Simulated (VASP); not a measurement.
Runs of VASP 6.6.1 on Al. The structure is that of space group Fm-3m (No. 225), or close to it. The cells are those of the table. 

| cell | gap on the mesh (eV) | pressure (GPa) |
| --- | --- | --- |
| a = 2.885, b = 2.885, c = 2.819 Å, angles 60.7, 60.7, 58.5°, 1 atom | none | (b) |
| a = 2.864, b = 2.864, c = 2.776 Å, angles 61.0, 61.0, 58.0°, 1 atom | none | (a) |
| a = 2.819 Å, angles 60.0°, 1 atom | none | 1.8 |
| a = 2.948 Å, angles 60.0°, 1 atom | none | -7.1 |
| a = 2.841, b = 2.841, c = 2.862 Å, angles 59.8, 59.8, 60.5°, 1 atom | none | -0.7 |
| a = 2.906, b = 2.906, c = 2.948 Å, angles 59.5, 59.5, 61.0°, 1 atom | none | -5.6 |
| a = 2.927, b = 2.927, c = 2.905 Å, angles 60.2, 60.2, 59.5°, 1 atom | none | -5.6 |
| a = 2.798, b = 2.798, c = 2.819 Å, angles 59.7, 59.7, 60.5°, 1 atom | none | 3.3 |

Alike in all rows: task single point; level PBEsol; potentials or basis VASP PAW PBE potentials, release 64 (Al); no spin polarisation; k mesh 20 × 20 × 20; cutoff (eV) 520; smearing gaussian 0.15 eV.

Task: Estimate the missing entries.

Result: (a) 0.9; (b) -1.7.

Caveats: the PAW data sets were made with another functional, which shifts forces and pressure a little.

A gap of «none» marks levels without a gap at the run's occupations.
